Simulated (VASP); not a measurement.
# HfC (Imm2) in VASP: notebook

The runs below take HfC through single point, with PBE.

Everything below comes from runs of VASP 6.6.1. Logs are shortened: lines on timing, memory, paths and dates and some standing lists are left out, and cuts for length are marked.

## Step 1: The cell of the first run

The structure is orthorhombic, space group Imm2 (No. 44). Conventional cell: a = 2.793 Å, b = 4.994 Å, c = 3.695 Å, α = 90.00°, β = 90.00°, γ = 90.00°. Hf (site symmetry mm2) has 2 C at 1.80 Å within 2.4 Å. Within 2.4 Å of C (site symmetry mm2) lie 2 Hf at 1.80 Å.

## Step 2: Single point, PBE

INCAR

```
PREC = Accurate
ENCUT = 520
EDIFF = 1E-6
ISMEAR = 0
SIGMA = 0.014
LREAL = F
LASPH = T
NELM = 60
ALGO = Normal
ISIF = 2
LWAVE = F
LCHARG = F
GGA = PE
NBANDS = 14
```

KPOINTS

```
regular mesh
0
Gamma
  12 12 12
```

POSCAR

```
HfC
1.0
   -1.3966732300      2.4971805100      1.8473367300
    1.3966732300     -2.4971805100      1.8473367300
    1.3966732300      2.4971805100     -1.8473367300
Hf C
1 1
Direct
    0.9847118300      0.9847118300      0.0000000000
    0.6794548300      0.1794548300      0.5000000000
```

Potentials or basis: VASP PAW PBE potentials, release 64 (Hf_pv, C).

The run is started by

```console
$ cat potpaw_PBE.64/Hf_pv/POTCAR potpaw_PBE.64/C/POTCAR > POTCAR
$ mpirun -np 1 vasp_std > vasp.out
```

OUTCAR:

```text
PREC = Accurate
   ENCUT = 520
   EDIFF = 1E-6
   ISMEAR = 0
   LREAL = F
   LASPH = T
   NELM = 60
   ISIF = 2
   GGA = PE

 ion  position               nearest neighbor table
   1  0.985  0.985  0.000-   2 1.80   2 1.80   2 2.60   2 2.60   2 2.92   2 2.92
   2  0.679  0.179  0.500-   1 1.80   1 1.80   1 2.60   1 2.60   1 2.92   1 2.92

  LATTYP: Found a body centered orthorhombic cell.
 ALAT       =     2.7933464600
 B/A-ratio  =     1.3226692474
 C/A-ratio  =     1.7879490036

  Lattice vectors:

 A1 = (   1.3966732300,  -2.4971805100,  -1.8473367300)
 A2 = (  -1.3966732300,  -2.4971805100,   1.8473367300)
 A3 = (  -1.3966732300,   2.4971805100,  -1.8473367300)

Analysis of symmetry for initial positions (statically):
=====================================================================
 Subroutine PRICEL returns:
 Original cell was already a primitive cell.

 Routine SETGRP: Setting up the symmetry group for a
 body centered orthorhombic supercell.

 Subroutine GETGRP returns: Found  4 space group operations
 (whereof  4 operations were pure point group operations)
 out of a pool of  8 trial point group operations.

The static configuration has the point symmetry C_2v.

Analysis of symmetry for dynamics (positions and initial velocities):
=====================================================================
 Subroutine PRICEL returns:
 Original cell was already a primitive cell.

 Routine SETGRP: Setting up the symmetry group for a
 body centered orthorhombic supercell.

 Subroutine GETGRP returns: Found  4 space group operations
 (whereof  4 operations were pure point group operations)
 out of a pool of  8 trial point group operations.

The dynamic configuration has the point symmetry C_2v.

 Subroutine INISYM returns: Found  4 space group operations
 (whereof  4 operations are pure point group operations),
 and found     1 'primitive' translations

----------------------------------------------------------------------------------------

                                     Primitive cell

  volume of cell :      25.7722

  direct lattice vectors                    reciprocal lattice vectors
    -1.396673230  2.497180510  1.847336730     0.000000000  0.200225814  0.270659914
     1.396673230 -2.497180510  1.847336730     0.357993544  0.000000000  0.270659914
     1.396673230  2.497180510 -1.847336730     0.357993544  0.200225814  0.000000000

  length of vectors
     3.405768578  3.405768578  3.405768578     0.336670708  0.448794125  0.410182587

  position of ions in fractional coordinates (direct lattice)
     0.984711830  0.984711830  0.000000000
     0.679454830  0.179454830  0.500000000

  ion indices of the primitive-cell ions
   primitive index   ion index
                 1           1
                 2           2

----------------------------------------------------------------------------------------

 KPOINTS: regular mesh

Automatic generation of k-mesh.
 Grid dimensions read from file:
 generate k-points for:   12   12   12

 Generating k-lattice:

  Cartesian coordinates                     Fractional coordinates (reciprocal lattice)
     0.000000000  0.016685484  0.022554993     0.083333333  0.000000000  0.000000000
     0.029832795  0.000000000  0.022554993     0.000000000  0.083333333  0.000000000
     0.029832795  0.016685484  0.000000000     0.000000000  0.000000000  0.083333333

  Length of vectors
     0.028055892  0.037399510  0.034181882

  Shift w.r.t. Gamma in fractional coordinates (k-lattice)
     0.000000000  0.000000000  0.000000000

 Subroutine IBZKPT returns following result:
 ===========================================

 Found    280 irreducible k-points:

 Following reciprocal coordinates:
            Coordinates               Weight
  0.000000  0.000000  0.000000      1.000000
  0.083333  0.000000  0.000000      4.000000
  0.166667  0.000000 -0.000000      4.000000
  0.250000  0.000000 -0.000000      4.000000
  0.333333  0.000000 -0.000000      4.000000
  0.416667  0.000000 -0.000000      4.000000
[... 16 lines left out ...]
  0.250000  0.166667 -0.000000      8.000000
  0.333333  0.166667 -0.000000      8.000000
 [... further k-points ...]
   k-points           NKPTS =    280   k-points in BZ     NKDIM =    280   number of bands    NBANDS=     14
   number of dos      NEDOS =    301   number of ions     NIONS =      2
   total plane-waves  NPLWV =  21952
   dimension x,y,z NGX =    28 NGY =   28 NGZ =   28
   dimension x,y,z NGXF=    56 NGYF=   56 NGZF=   56
   ions per type =               1   1
   NGX,Y,Z   is equivalent  to a cutoff of  13.67, 13.67, 13.67 a.u.
   NGXF,Y,Z  is equivalent  to a cutoff of  27.34, 27.34, 27.34 a.u.
 SYSTEM =  unknown system
   PREC   = accura    normal or accurate (medium, high low for compatibility)
   ISTART =      0    job   : 0-new  1-cont  2-samecut
   ICHARG =      2    charge: 1-file 2-atom 10-const
   ISPIN  =      1    spin polarized calculation?
   LNONCOLLINEAR =      F non collinear calculations
   LSORBIT =      F    spin-orbit coupling
   LASPH  =      T    aspherical Exc in radial PAW
   ENCUT  =  520.0 eV  38.22 Ry    6.18 a.u.   6.33  6.33  6.33*2*pi/ulx,y,z
   NELM   =     60;   NELMIN=  2; NELMDL= -5     # of ELM steps
   EDIFF  = 0.1E-05   stopping-criterion for ELM
   LREAL  =      F    real-space projection
   EDIFFG = 0.1E-04   stopping-criterion for IOM
   NSW    =      0    number of steps for IOM
   IBRION =     -1    ionic relax: 0-MD 1-quasi-New 2-CG
   NFREE  =      0    steps in history (QN), initial steepest desc. (CG)
   ISIF   =      2    stress and relaxation
   ISYM   =      2    0-nonsym 1-usesym 2-fastsym
   POTIM  = 0.5000    time-step for ionic-motion
   TEBEG  =    0.0;   TEEND  =   0.0 temperature during run
   PSTRESS=    0.0 pullay stress
   NELECT =      14.0000    total number of electrons
   NUPDOWN=      -1.0000    fix difference up-down
   EMIN   =  10.00;   EMAX   =-10.00  energy-range for DOS
   EFERMI =   0.00;   METHOD = LEGACY
   ISMEAR =     0;   SIGMA  =   0.01  broadening in eV -4-tet -1-fermi 0-gaus
   EFERMI_NEDOS =   21; number of points for ismear=-14 and -15
   IALGO  =     38    algorithm
   IMIX   =      4    mixing-type and parameters
     AMIX     =   0.40;   BMIX     =  1.00
     AMIX_MAG =   1.60;   BMIX_MAG =  1.00
  volume/ion in A,a.u.               =      12.89        86.96
  Fermi-wavevector in a.u.,A,eV,Ry     =   1.335777  2.524252 24.276872  1.784300
  Thomas-Fermi vector in A             =   2.464455
   LORBIT       =      0    0 simple, 1 ext, 2 COOP (PROOUT), +10 PAW based schemes
   GGA     = PE    functional components
   LHFCALC =     F    Hartree Fock is set to
   AEXX    =    0.0000 exact exchange contribution
   IVDW    =     0    specifies the selected vdW correction
   LEPSILON=     F    determine dielectric tensor
   LRPA    =     F    only Hartree local field effects (RPA)
 non-spin polarized calculation
 Gauss-broadening in eV      SIGMA  =   0.01
  energy-cutoff  :      520.00
  volume of cell :       25.77
 maximum number of plane-waves:       719
 NGX is ok and might be reduce to    28
   NGX = 13   NGY = 13   NGZ = 13

 number of electron      14.0000001 magnetization

 Free energy of the ion-electron system (eV)
  ---------------------------------------------------
  ext. energy  EPLUGINS =         0.00000000
  ---------------------------------------------------
  free energy    TOTEN  =       -16.62068212 eV

  energy without entropy =      -16.62068212  energy(sigma->0) =      -16.62068212

 E-fermi :   5.9764     XC(G=0): -11.8680

 val. band max:        5.8886356546   @ k =   0.0833   0.4167   0.0833
 cond. band min:       6.2527752458   @ k =   0.1667  -0.4167   0.0833
 fundamental gap:      0.3641395912
 Fermi energy:         5.9763518779

 k-point     1 :       0.0000    0.0000    0.0000
  band No.  band energies     occupation
      1     -23.9668      2.00000
      2     -23.7460      2.00000
      3     -23.4195      2.00000
      4      -5.9935      2.00000
      5       1.6314      2.00000
      6       2.6903      2.00000
      7       4.5476      2.00000
      8       7.8374      0.00000
      9       9.7364      0.00000
     10      10.9283      0.00000
     11      12.2008      0.00000
     12      13.1705      0.00000
     13      15.4471      0.00000
     14      16.3708      0.00000

 k-point     2 :       0.0833    0.0000    0.0000
  band No.  band energies     occupation
      1     -23.9857      2.00000
      2     -23.7612      2.00000
      3     -23.4220      2.00000
      4      -5.8669      2.00000
      5       1.5460      2.00000
      6       2.6619      2.00000
      7       4.5076      2.00000
      8       7.7168      0.00000
      9       9.8133      0.00000
     10      10.9600      0.00000
     11      12.1005      0.00000
     12      13.6996      0.00000
     13      15.6898      0.00000
     14      16.5806      0.00000

 k-point     3 :       0.1667    0.0000   -0.0000
  band No.  band energies     occupation
      1     -24.0474      2.00000
      2     -23.7917      2.00000
      3     -23.4288      2.00000
      4      -5.5098      2.00000
      5       1.3049      2.00000
      6       2.5605      2.00000
      7       4.3980      2.00000
      8       7.5916      0.00000
      9      10.0481      0.00000
     10      10.6543      0.00000
     11      12.6115      0.00000
     12      14.5638      0.00000
     13      16.3019      0.00000
     14      17.1606      0.00000
[... 324 lines left out ...]
 k-point    23 :       0.2500    0.1667   -0.0000
  band No.  band energies     occupation
      1     -24.2301      2.00000
      2     -23.8944      2.00000
      3     -23.8205      2.00000
      4      -3.7160      2.00000
      5       0.9227      2.00000
      6       2.4555      2.00000
      7       3.7858      2.00000
      8       7.6314      0.00000
      9       9.8175      0.00000
     10      11.5752      0.00000
     11      13.3124      0.00000
     12      14.9084      0.00000
     13      17.9057      0.00000
     14      19.2849      0.00000

 k-point    24 :       0.3333    0.1667   -0.0000
  band No.  band energies     occupation
      1     -24.2791      2.00000
      2     -23.9142      2.00000
      3     -23.8224      2.00000
      4      -3.4030      2.00000
      5       0.6920      2.00000
      6       2.4404      2.00000
      7       3.6932      2.00000
      8       7.8469      0.00000
      9       9.8941      0.00000
     10      12.0488      0.00000
     11      13.0675      0.00000
     12      14.9111      0.00000
     13      18.0340      0.00000
     14      19.4191      0.00000

 [... further k-points ...]
[... 5 lines left out ...]
  --------------------------------------------------------------------------------------
  -------------------------------------------------------------------------------------
  Total       27.2478035     -3.8449803      9.4179331      0.0000000      0.0000000      0.0000000
  in kB     1693.9136923   -239.0308171    585.4844699      0.0000000      0.0000000      0.0000000
  external PRESSURE =     680.1224484 kB  Pullay stress =       0.0000000 kB

 VOLUME and BASIS-vectors are now :
 -----------------------------------------------------------------------------
  energy-cutoff  :      520.00
  volume of cell :       25.77
      direct lattice vectors                 reciprocal lattice vectors
    -1.396673230  2.497180510  1.847336730     0.000000000  0.200225814  0.270659914
     1.396673230 -2.497180510  1.847336730     0.357993544  0.000000000  0.270659914
     1.396673230  2.497180510 -1.847336730     0.357993544  0.200225814  0.000000000

 POSITION                                       TOTAL-FORCE (eV/Angst)
 -----------------------------------------------------------------------------------
      0.00000      0.00000      3.63819        -0.000000      0.000000     11.755983
      0.00000      2.49718      0.66303         0.000000     -0.000000    -11.755983
 -----------------------------------------------------------------------------------
    total drift:                                0.000000     -0.000000     -0.000125

  FREE ENERGIE OF THE ION-ELECTRON SYSTEM (eV)
  ---------------------------------------------------
  free  energy   TOTEN  =       -16.6206821231 eV

  energy  without entropy=      -16.6206821231  energy(sigma->0) =      -16.62068212
```

Run time: 82 s. Hardware: 1 thread of Intel Xeon Platinum 8375C at 2.90GHz (Ice Lake), shared host; peak memory 0.24 GiB.

What came out:

| Quantity | Value |
| --- | --- |
| Free energy | -16.6207 eV |
| Pressure | 68.0 GPa |
| Largest force | 11.756 eV/Å |
| Band gap on the k mesh | 0.36 eV, indirect (least direct gap 0.86 eV) |

Forces in eV/Å, atoms in the order of the input:
```
Hf    0.000   0.000  11.756
C     0.000   0.000 -11.756
```

Stress tensor (GPa, compression positive):
```
169.39   0.00   0.00
  0.00 -23.90   0.00
  0.00   0.00  58.55
```

Levels at points of the mesh, in eV from the valence-band top:
```
           k point  band 5  band 6  band 7  band 8  band 9  band 10
(0.00, 0.00, 0.00)   -4.26   -3.20   -1.34    1.95    3.85     5.04
(0.50, 0.00, 0.00)   -5.81   -3.99   -1.93    3.04    4.47     5.56
(0.00, 0.50, 0.00)   -4.09   -1.65   -0.09    2.05    4.11     5.25
(0.50, 0.50, 0.00)   -5.71   -2.58   -2.43    3.27    4.75     5.02
(0.50, 0.50, 0.50)   -5.19   -3.34   -0.86    3.15    5.66     6.75
```

Caveat: spin-orbit coupling is left out, which moves the levels of the heavy elements; forces of over 1 eV/Å act on the atoms, so gaps and moduli don't describe the material at rest. A k mesh can miss the band edges.

## Step 3: Single point, PBE

INCAR

```
ALGO = Normal
EDIFF = 1E-6
ENCUT = 520
GGA = PE
ISIF = 2
ISMEAR = 0
LASPH = True
LCHARG = False
LREAL = False
LWAVE = False
NBANDS = 14
NELM = 80
PREC = Accurate
SIGMA = 0.015
```

KPOINTS

```
k-points
0
Gamma
  12 12 12
```

POSCAR is that of step 2.

Potentials or basis: VASP PAW PBE potentials, release 64 (Hf_pv, C).

The run is started by

```console
$ cat potpaw_PBE.64/Hf_pv/POTCAR potpaw_PBE.64/C/POTCAR > POTCAR
$ mpirun -np 1 vasp_std > vasp.out
```

It took 81 s on 1 thread of Intel Xeon Platinum 8375C at 2.90GHz (Ice Lake), shared host; peak memory 0.24 GiB.

Results (log left out):

```
Free energy            : -16.6207 eV
Pressure               : 68.0 GPa
Largest force          : 11.756 eV/Å
Band gap on the k mesh : 0.36 eV, indirect (least direct gap 0.86 eV)
```

Forces in eV/Å, atoms in the order of the input:
```
Hf    0.000   0.000  11.756
C     0.000   0.000 -11.756
```

Stress tensor (GPa, compression positive):
```
169.39   0.00   0.00
  0.00 -23.90   0.00
  0.00   0.00  58.55
```

Levels at points of the mesh, in eV from the valence-band top:
```
           k point  band 4  band 5  band 6  band 7  band 8  band 9  band 10  band 11
(0.00, 0.00, 0.00)  -11.88   -4.26   -3.20   -1.34    1.95    3.85     5.04     6.31
(0.50, 0.00, 0.00)   -9.62   -5.81   -3.99   -1.93    3.04    4.47     5.56     6.76
(0.00, 0.50, 0.00)   -9.65   -4.09   -1.65   -0.09    2.05    4.11     5.25     5.73
(0.50, 0.50, 0.00)   -8.35   -5.71   -2.58   -2.43    3.27    4.75     5.02     6.50
(0.50, 0.50, 0.50)  -10.08   -5.19   -3.34   -0.86    3.15    5.66     6.75     6.90
```

Caveat: spin-orbit coupling is left out, which moves the levels of the heavy elements; forces of over 1 eV/Å act on the atoms, so gaps and moduli don't describe the material at rest. A k mesh can miss the band edges.

## Step 4: Single point, PBE

INCAR

```
ALGO = Normal
EDIFF = 1E-7
ENCUT = 520
GGA = PE
ISIF = 2
ISMEAR = 0
LASPH = True
LCHARG = False
LREAL = False
LWAVE = False
NBANDS = 14
NELM = 60
PREC = Accurate
SIGMA = 0.016
```

KPOINTS is that of step 3.

POSCAR is that of step 3.

The run is started by

```console
$ cat potpaw_PBE.64/Hf_pv/POTCAR potpaw_PBE.64/C/POTCAR > POTCAR
$ mpirun -np 1 vasp_std > vasp.out
```

Wall time 92 s (1 thread of Intel Xeon Platinum 8375C at 2.90GHz (Ice Lake), shared host); peak memory 0.24 GiB.

It converged, with:

```
Free energy            : -16.6207 eV
Pressure               : 68.0 GPa
Largest force          : 11.756 eV/Å
Band gap on the k mesh : 0.36 eV, indirect (least direct gap 0.86 eV)
```

Forces in eV/Å, atoms in the order of the input:
```
Hf    0.000   0.000  11.756
C     0.000   0.000 -11.756
```

Stress tensor (GPa, compression positive):
```
169.40   0.00   0.00
  0.00 -23.90   0.00
  0.00   0.00  58.55
```

Levels at points of the mesh, in eV from the valence-band top:
```
           k point  band 5  band 6  band 7  band 8  band 9  band 10
(0.00, 0.00, 0.00)   -4.26   -3.20   -1.34    1.95    3.85     5.04
(0.50, 0.00, 0.00)   -5.81   -3.99   -1.93    3.04    4.47     5.56
(0.00, 0.50, 0.00)   -4.09   -1.65   -0.09    2.05    4.11     5.25
(0.50, 0.50, 0.00)   -5.71   -2.58   -2.43    3.27    4.75     5.02
(0.50, 0.50, 0.50)   -5.19   -3.34   -0.86    3.15    5.66     6.75
```

Caveat: spin-orbit coupling is left out, which moves the levels of the heavy elements; forces of over 1 eV/Å act on the atoms, so gaps and moduli don't describe the material at rest.

## Step 5: Summary

```tsv
smearing	gap on the mesh (eV)	pressure (GPa)	largest force (eV/Å)
gaussian 0.014 eV	0.36	68.0	11.76
gaussian 0.015 eV	0.36	68.0	11.76
gaussian 0.016 eV	0.36	68.0	11.76
```

Alike in all rows: task single point; level PBE; potentials or basis VASP PAW PBE potentials, release 64 (Hf_pv, C); no spin polarisation; cell as given; k mesh 12 × 12 × 12; cutoff (eV) 520.

On the cell as given the gap runs from 0.36 eV (PBE) to 0.36 eV (PBE).

Caveats: spin-orbit coupling is left out, which moves the levels of the heavy elements; forces of over 1 eV/Å act on the atoms, so gaps and moduli don't describe the material at rest.

Total energies depend on the potentials used, so only differences within one code and one set of settings carry meaning.
